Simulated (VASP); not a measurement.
Wanted: the native input for a VASP 6.6.1 run.

| Property | Result |
| --- | --- |
| Task | single point |
| Functional | PBEsol |
| Potentials or basis | VASP PAW PBE potentials, release 64 (In_d, Sb) |
| Cutoff | 520 eV |
| k mesh | 8 × 8 × 8 |
| Occupations | gaussian, width 0.15 eV |
| Spin | no spin polarisation |
| Dipole correction | no |
| Further INCAR settings | ALGO = Normal; EDIFF = 1e-06; NBANDS = 22 |

The structure of InSb3 lies in POSCAR:

```
InSb3
1.0
    4.6811776833     -0.1104095949     -0.1104095949
   -0.1104095949      4.6811776833     -0.1104095949
   -0.1104095949     -0.1104095949      4.6811776833
In Sb
1 3
Direct
    0.0000000000      0.0000000000      0.0000000000
    0.5000000000      0.0000000000      0.5000000000
    0.0000000000      0.5000000000      0.5000000000
    0.5000000000      0.5000000000      0.0000000000
```

The input as run:

INCAR

```
SYSTEM = InSb3
PREC     = Accurate       ! precision mode
ENCUT    = 520            ! plane-wave cutoff, eV
EDIFF    = 1E-6           ! SCF threshold, eV
ISMEAR   = 0              ! smearing method
SIGMA    = 0.15           ! smearing width, eV
LREAL    = .False.        ! projectors in reciprocal space
LASPH    = .True.         ! aspherical terms in the spheres
NELM     = 100            ! most SCF steps
ALGO     = Normal         ! electronic algorithm
ISIF     = 2              ! what is computed and relaxed
LWAVE    = .False.        ! write WAVECAR
LCHARG   = .True.         ! write CHGCAR
GGA      = PS             ! functional
LELF     = .True.         ! ELF
LVHAR    = .True.       
NBANDS   = 22             ! bands
```

KPOINTS

```
regular mesh
0
Gamma
  8 8 8
  0 0 0
```

Potentials or basis: VASP PAW PBE potentials, release 64 (In_d, Sb).

Command:

```sh
$ cat potpaw_PBE.64/In_d/POTCAR potpaw_PBE.64/Sb/POTCAR > POTCAR
$ mpirun -np 1 vasp_std > vasp.out
```

Results of the run:

```yaml
Pressure: 2.3 GPa
Band_gap_on_the_k_mesh: zero (bands 14 and 15 overlap by 4.59 eV)
```

Caveat: the PAW data sets were made with another functional, which shifts forces and pressure a little; spin-orbit coupling is left out, which moves the levels of the heavy elements.

It took 99 s on 1 thread of Intel Xeon 8259CL, with other jobs on the host, peak memory 0.29 GiB.
